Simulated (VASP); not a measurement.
# WSe2 (P6_3/mmc) in VASP: further runs, part 3 of 3

VASP 6.6.1. Earlier steps stand in the parts before.

## Step 6: Single point, PBEsol (equal xx and yy strain of +1 %)

Contents of INCAR:

```
SYSTEM = WSe2
PREC = Accurate
ENCUT = 520
EDIFF = 1E-6
ISMEAR = -1
SIGMA = 0.08
LREAL = .FALSE.
LASPH = .TRUE.
NELM = 80
ALGO = Normal
ISIF = 2
LWAVE = .FALSE.
LCHARG = .FALSE.
GGA = PS
NBANDS = 35
```

Contents of KPOINTS:

```
Automatic mesh
0
G
  11 11 3
  0 0 0
```

Contents of POSCAR:

```
WSe2
1.0
    3.3228984350      0.0000000000      0.0000000000
   -1.6614492174      2.8777144589      0.0000000000
    0.0000000000      0.0000000000     12.9700000000
W Se
2 4
Direct
    0.3333333333      0.6666666667      0.2500000000
    0.6666666667      0.3333333333      0.7500000000
    0.3333333333      0.6666666667      0.6210000000
    0.6666666667      0.3333333333      0.1210000000
    0.3333333333      0.6666666667      0.8790000000
    0.6666666667      0.3333333333      0.3790000000
```

Potentials or basis: VASP PAW PBE potentials, release 64 (W_sv, Se).

Command:

```sh
cat potpaw_PBE.64/W_sv/POTCAR potpaw_PBE.64/Se/POTCAR > POTCAR
mpirun -np 1 vasp_std > vasp.out
```

OUTCAR:

```text
SYSTEM = WSe2
   PREC = Accurate
   ENCUT = 520
   EDIFF = 1E-6
   ISMEAR = -1
   LREAL = .FALSE.
   LASPH = .TRUE.
   NELM = 80
   ISIF = 2
   GGA = PS

 ion  position               nearest neighbor table
   1  0.333  0.667  0.250-   4 2.55   6 2.55   4 2.55   6 2.55   4 2.55   6 2.55
   2  0.667  0.333  0.750-   3 2.55   5 2.55   3 2.55   5 2.55   3 2.55   5 2.55
   3  0.333  0.667  0.621-   2 2.55   2 2.55   2 2.55
   4  0.667  0.333  0.121-   1 2.55   1 2.55   1 2.55
   5  0.333  0.667  0.879-   2 2.55   2 2.55   2 2.55
   6  0.667  0.333  0.379-   1 2.55   1 2.55   1 2.55

  LATTYP: Found a hexagonal cell.
 ALAT       =     3.3228984350
 C/A-ratio  =     3.9032189077

  Lattice vectors:

 A1 = (   3.3228984350,   0.0000000000,   0.0000000000)
 A2 = (  -1.6614492174,   2.8777144589,   0.0000000000)
 A3 = (   0.0000000000,   0.0000000000,  12.9700000000)

Analysis of symmetry for initial positions (statically):
=====================================================================
 Subroutine PRICEL returns:
 Original cell was already a primitive cell.

 Routine SETGRP: Setting up the symmetry group for a
 hexagonal supercell.

 Subroutine GETGRP returns: Found 24 space group operations
 (whereof 12 operations were pure point group operations)
 out of a pool of 24 trial point group operations.

The static configuration has the point symmetry D_3d.
 The point group associated with its full space group is D_6h.

Analysis of symmetry for dynamics (positions and initial velocities):
=====================================================================
 Subroutine PRICEL returns:
 Original cell was already a primitive cell.

 Routine SETGRP: Setting up the symmetry group for a
 hexagonal supercell.

 Subroutine GETGRP returns: Found 24 space group operations
 (whereof 12 operations were pure point group operations)
 out of a pool of 24 trial point group operations.

The dynamic configuration has the point symmetry D_3d.
 The point group associated with its full space group is D_6h.

 Subroutine INISYM returns: Found 24 space group operations
 (whereof 12 operations are pure point group operations),
 and found     1 'primitive' translations

----------------------------------------------------------------------------------------

                                     Primitive cell

  volume of cell :     124.0237

  direct lattice vectors                    reciprocal lattice vectors
     3.322898435  0.000000000  0.000000000     0.300942090  0.173748997  0.000000000
    -1.661449217  2.877714459  0.000000000     0.000000000  0.347497993  0.000000000
     0.000000000  0.000000000 12.970000000     0.000000000  0.000000000  0.077101002

  length of vectors
     3.322898435  3.322898435 12.970000000     0.347497993  0.347497993  0.077101002

  position of ions in fractional coordinates (direct lattice)
     0.333333333  0.666666667  0.250000000
     0.666666667  0.333333333  0.750000000
     0.333333333  0.666666667  0.621000000
     0.666666667  0.333333333  0.121000000
     0.333333333  0.666666667  0.879000000
     0.666666667  0.333333333  0.379000000

  ion indices of the primitive-cell ions
   primitive index   ion index
[... 23 lines left out ...]
     0.031590727  0.031590727  0.025700334

  Shift w.r.t. Gamma in fractional coordinates (k-lattice)
     0.000000000  0.000000000  0.000000000

 Subroutine IBZKPT returns following result:
 ===========================================

 Found     32 irreducible k-points:

 Following reciprocal coordinates:
            Coordinates               Weight
  0.000000  0.000000  0.000000      1.000000
  0.090909 -0.000000  0.000000      6.000000
  0.181818 -0.000000  0.000000      6.000000
  0.272727 -0.000000  0.000000      6.000000
  0.363636 -0.000000  0.000000      6.000000
  0.454545 -0.000000  0.000000      6.000000
[... 16 lines left out ...]
  0.090909  0.090909  0.333333     12.000000
  0.181818  0.090909  0.333333     24.000000
 [... further k-points ...]
   k-points           NKPTS =     32   k-points in BZ     NKDIM =     32   number of bands    NBANDS=     35
   number of dos      NEDOS =    301   number of ions     NIONS =      6
   total plane-waves  NPLWV =  75264
   dimension x,y,z NGX =    28 NGY =   28 NGZ =   96
   dimension x,y,z NGXF=    56 NGYF=   56 NGZF=  192
   ions per type =               2   4
   NGX,Y,Z   is equivalent  to a cutoff of  14.01, 14.01, 12.31 a.u.
   NGXF,Y,Z  is equivalent  to a cutoff of  28.02, 28.02, 24.61 a.u.
 SYSTEM =  WSe2
   PREC   = accura    normal or accurate (medium, high low for compatibility)
   ISTART =      0    job   : 0-new  1-cont  2-samecut
   ICHARG =      2    charge: 1-file 2-atom 10-const
   ISPIN  =      1    spin polarized calculation?
   LNONCOLLINEAR =      F non collinear calculations
   LSORBIT =      F    spin-orbit coupling
   LASPH  =      T    aspherical Exc in radial PAW
   ENCUT  =  520.0 eV  38.22 Ry    6.18 a.u.   6.18  6.18 24.12*2*pi/ulx,y,z
   NELM   =     80;   NELMIN=  2; NELMDL= -5     # of ELM steps
   EDIFF  = 0.1E-05   stopping-criterion for ELM
   LREAL  =      F    real-space projection
   EDIFFG = 0.1E-04   stopping-criterion for IOM
   NSW    =      0    number of steps for IOM
   IBRION =     -1    ionic relax: 0-MD 1-quasi-New 2-CG
   NFREE  =      0    steps in history (QN), initial steepest desc. (CG)
   ISIF   =      2    stress and relaxation
   ISYM   =      2    0-nonsym 1-usesym 2-fastsym
   POTIM  = 0.5000    time-step for ionic-motion
   TEBEG  =    0.0;   TEEND  =   0.0 temperature during run
   PSTRESS=    0.0 pullay stress
   NELECT =      52.0000    total number of electrons
   NUPDOWN=      -1.0000    fix difference up-down
   EMIN   =  10.00;   EMAX   =-10.00  energy-range for DOS
   EFERMI =   0.00;   METHOD = LEGACY
   ISMEAR =    -1;   SIGMA  =   0.08  broadening in eV -4-tet -1-fermi 0-gaus
   EFERMI_NEDOS =   21; number of points for ismear=-14 and -15
   IALGO  =     38    algorithm
   IMIX   =      4    mixing-type and parameters
     AMIX     =   0.40;   BMIX     =  1.00
     AMIX_MAG =   1.60;   BMIX_MAG =  1.00
  volume/ion in A,a.u.               =      20.67       139.49
  Fermi-wavevector in a.u.,A,eV,Ry     =   1.225296  2.315474 20.427112  1.501350
  Thomas-Fermi vector in A             =   2.360339
   LORBIT       =      0    0 simple, 1 ext, 2 COOP (PROOUT), +10 PAW based schemes
   GGA     = PS    functional components
   LHFCALC =     F    Hartree Fock is set to
   AEXX    =    0.0000 exact exchange contribution
   IVDW    =     0    specifies the selected vdW correction
   LEPSILON=     F    determine dielectric tensor
   LRPA    =     F    only Hartree local field effects (RPA)
 non-spin polarized calculation
  energy-cutoff  :      520.00
  volume of cell :      124.02
 maximum number of plane-waves:      3366
 NGX is ok and might be reduce to    28
   NGX = 13   NGY = 13   NGZ = 49

 number of electron      52.0000001 magnetization

 Free energy of the ion-electron system (eV)
  ---------------------------------------------------
  ext. energy  EPLUGINS =         0.00000000
  ---------------------------------------------------
  free energy    TOTEN  =       -46.50237830 eV

  energy without entropy =      -46.50224804  energy(sigma->0) =      -46.50231317

 E-fermi :   6.3560     XC(G=0): -10.8164

 val. band max:        5.9523760817   @ k =   0.0000   0.0000   0.0000
 cond. band min:       6.8542854196   @ k =   0.1818   0.1818   0.0000
 fundamental gap:      0.9019093379
 Fermi energy:         6.3559888438

 k-point     1 :       0.0000    0.0000    0.0000
  band No.  band energies     occupation
      1     -68.4188      2.00000
      2     -68.4188      2.00000
      3     -32.6404      2.00000
      4     -32.6404      2.00000
      5     -32.5373      2.00000
      6     -32.5373      2.00000
[... 901 lines left out ...]
     34       9.6636      0.00000
     35      12.4758      0.00000

 [... further k-points ...]
[... 5 lines left out ...]
  --------------------------------------------------------------------------------------
  -------------------------------------------------------------------------------------
  Total       -3.1578114     -3.1578114     -1.4757520     -0.0000000      0.0000000      0.0000000
  in kB      -40.7935990    -40.7935990    -19.0642277     -0.0000000      0.0000000      0.0000000
  external PRESSURE =     -33.5504752 kB  Pullay stress =       0.0000000 kB

 VOLUME and BASIS-vectors are now :
 -----------------------------------------------------------------------------
  energy-cutoff  :      520.00
  volume of cell :      124.02
      direct lattice vectors                 reciprocal lattice vectors
     3.322898435  0.000000000  0.000000000     0.300942090  0.173748997  0.000000000
    -1.661449217  2.877714459  0.000000000     0.000000000  0.347497993  0.000000000
     0.000000000  0.000000000 12.970000000     0.000000000  0.000000000  0.077101002

 POSITION                                       TOTAL-FORCE (eV/Angst)
 -----------------------------------------------------------------------------------
     -0.00000      1.91848      3.24250         0.000000     -0.000000      0.000000
      1.66145      0.95924      9.72750        -0.000000      0.000000      0.000000
     -0.00000      1.91848      8.05437        -0.000000      0.000000      0.278688
      1.66145      0.95924      1.56937        -0.000000     -0.000000      0.278688
     -0.00000      1.91848     11.40063        -0.000000      0.000000     -0.278688
      1.66145      0.95924      4.91563         0.000000     -0.000000     -0.278688
 -----------------------------------------------------------------------------------
    total drift:                               -0.000000      0.000000     -0.000000

  FREE ENERGIE OF THE ION-ELECTRON SYSTEM (eV)
  ---------------------------------------------------
  free  energy   TOTEN  =       -46.5023783020 eV

  energy  without entropy=      -46.5022480360  energy(sigma->0) =      -46.50231317
```

stdout:

```text
POSCAR found type information on POSCAR W Se
 POSCAR found :  2 types and       6 ions
 scaLAPACK will be used
 -----------------------------------------------------------------------------
|                                                                             |
|                                                                             |
|     You enforced a specific xc type in the INCAR file but a different       |
|     I HOPE YOU KNOW WHAT YOU ARE DOING!                                     |
|                                                                             |
 -----------------------------------------------------------------------------

 LDA part: xc-table for (Slater+PW92), standard interpolation
 POSCAR, INCAR and KPOINTS ok, starting setup
 FFT: planning ... GRIDC
 FFT: planning ... GRID_SOFT
 FFT: planning ... GRID
 WAVECAR not read
 entering main loop
```

Wall time 72 s (1 thread of Intel Xeon 6975P-C (Granite Rapids), shared host); peak memory 0.31 GiB.

What came out:

```
Free energy            : -46.5024 eV
Pressure               : -3.4 GPa
Largest force          : 0.279 eV/Å
Band gap on the k mesh : 0.90 eV, indirect (least direct gap 1.64 eV)
```

Forces in eV/Å, atoms in the order of the input:
```
W    0.000  0.000  0.000
W    0.000  0.000  0.000
Se   0.000  0.000  0.279
Se   0.000  0.000  0.279
Se   0.000  0.000 -0.279
Se   0.000  0.000 -0.279
```

Stress tensor (GPa, compression positive):
```
-4.08  0.00  0.00
 0.00 -4.08  0.00
 0.00  0.00 -1.91
```

Caveat: the cell differs from its parent crystal (equal xx and yy strain of +1 %); the PAW data sets were made with another functional, which shifts forces and pressure a little; spin-orbit coupling is left out, which moves the levels of the heavy elements; this functional lacks dispersion, which binds the layers, so the pressure and a relaxed spacing across them are unreliable.

## Step 7: Overview

```csv
cell,gap on the mesh (eV),pressure (GPa),largest force (eV/Å)
"a = 3.290, b = 3.290, c = 13.359 Å, angles 90.0, 90.0, 120.0°, 6 atoms",1.01,-5.2,0.87
"a = 3.191, b = 3.191, c = 12.970 Å, angles 90.0, 90.0, 120.0°, 6 atoms",0.95,8.4,0.65
"a = 3.224, b = 3.224, c = 12.970 Å, angles 90.0, 90.0, 120.0°, 6 atoms",0.93,5.0,0.39
"a = 3.257, b = 3.257, c = 12.970 Å, angles 90.0, 90.0, 120.0°, 6 atoms",0.92,1.9,0.15
"a = 3.323, b = 3.323, c = 12.970 Å, angles 90.0, 90.0, 120.0°, 6 atoms",0.90,-3.4,0.28
```

Alike in all rows: task single point; level PBEsol; potentials or basis VASP PAW PBE potentials, release 64 (W_sv, Se); no spin polarisation; k mesh 11 × 11 × 3; cutoff (eV) 520; smearing fermi-dirac 0.08 eV.

Caveats: the PAW data sets were made with another functional, which shifts forces and pressure a little; spin-orbit coupling is left out, which moves the levels of the heavy elements; this functional lacks dispersion, which binds the layers, so the pressure and a relaxed spacing across them are unreliable.

Total energies depend on the potentials used, so only differences within one code and one set of settings carry meaning.
